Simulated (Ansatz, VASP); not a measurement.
# One calculation of TiO2, two programs

```xyz
6
Lattice="-1.8988 1.8988 4.7728 1.8988 -1.8988 4.7728 1.8988 1.8988 -4.7728" Properties=species:S:1:pos:R:3 pbc="T T T"
Ti    0.0000    0.0000    0.0000
Ti    0.0000    1.8988    2.3864
O     0.0000    0.0000    1.9721
O     0.0000    1.8988    4.3585
O     0.0000    1.8988    0.4143
O     0.0000    0.0000    7.5735
```

Change from the starting cell: volume scaled by 1.01, PAW files.

Alike in both runs: task electric field gradients; functional PBE; k mesh 13 × 13 × 13; occupations fermi-dirac, width 0.08 eV; no spin polarisation.

```csv
,VASP,Ansatz
version,VASP 6.6.1,Ansatz 0.2.0
potentials or method,"VASP PAW PBE potentials, release 64 (Ti_sv, O)","PAW with Ansatz's default frozen-core files, scalar-relativistic"
plane-wave cutoff (eV),520,420
valence electrons in the cell,48,48
```

```tsv
	VASP	Ansatz	Ansatz less VASP
pressure (GPa)	4.4	3.7	-0.70
traceless stress, the component that is largest in VASP (GPa)	2.60	2.50	-0.104
rms of the force components (eV/Å)	0.139	0.127	-0.0114
size of Vzz on the site where it differs most (V/Å²)	17.7	19.3	+1.60
```

Atom by atom the forces differ by 0.011 eV/Å (rms over components).
